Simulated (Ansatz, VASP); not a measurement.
## Two plane-wave programs on Ta2P3Au

```
CELL_PARAMETERS angstrom
5.22244 0.00000 0.00000
-2.61122 4.52277 0.00000
0.00000 0.00000 4.18281
ATOMIC_POSITIONS crystal
Ta 0.33333 0.66667 0.00000
Ta 0.66667 0.33333 0.00000
P 0.50000 0.00000 0.50000
P 0.50000 0.50000 0.50000
P 0.00000 0.50000 0.50000
Au 0.00000 0.00000 0.00000
```

Change from the starting cell: species swapped into the DyB2Ru3 type (P6/mmm, No. 191).

Alike in both runs: functional PBE; k mesh 3 × 3 × 6; occupations gaussian, width 0.1 eV; no spin polarisation.

Ansatz relaxed the structure, and its values are those at the end. VASP's run is a single point on that final structure, the one shown.

```csv
,VASP,Ansatz
version,VASP 6.6.1,Ansatz 0.2.0
potentials or method,"VASP PAW PBE potentials, release 64 (Ta_pv, P, Au), cutoff 520 eV","scalar-relativistic, plane waves, PAW"
valence electrons in the cell,48,60
```

|  | VASP | Ansatz | Ansatz less VASP |
| --- | --- | --- | --- |
| gap on the k mesh at the Fermi level (eV) | none | none | - |
| pressure (GPa) | 0.2 | 0.1 | -0.02 |

A gap of «none» marks a metal or a gap that the smearing closes. VASP's potentials hold 48 valence electrons a cell and Ansatz's 60, so a difference there can come from the potentials and not from the codes.

The k mesh is coarse, so the values compare programs but aren't converged. Spin-orbit coupling is off throughout.
